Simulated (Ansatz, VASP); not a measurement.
## One calculation of Mo, two programs

```
CELL_PARAMETERS angstrom
-1.55656 1.55656 1.55656
1.55656 -1.55656 1.55656
1.55656 1.55656 -1.55656
ATOMIC_POSITIONS crystal
Mo 0.00000 0.00000 0.00000
```

Alike in both runs: task single point; functional LDA; k mesh 5 × 5 × 5; occupations fermi-dirac, width 0.1 eV; no spin polarisation.

|  | VASP | Ansatz |
| --- | --- | --- |
| version | VASP 6.6.1 | Ansatz 0.2.0 |
| potentials or method | VASP PAW LDA potentials, release 64 (Mo_sv), cutoff 520 eV | plane waves (420 eV) with PAW, scalar-relativistic |
| valence electrons in the cell | 14 | 14 |

```csv
,VASP,Ansatz,Ansatz less VASP
pressure (GPa),-1.8,-3.0,-1.20
```

Ansatz warns that its potentials were made for another functional, while VASP's fit it. LDA's correlation is that of Perdew and Zunger in VASP and of Perdew and Wang (1992) in Ansatz.

The k mesh is coarse, so the values compare programs but aren't converged.
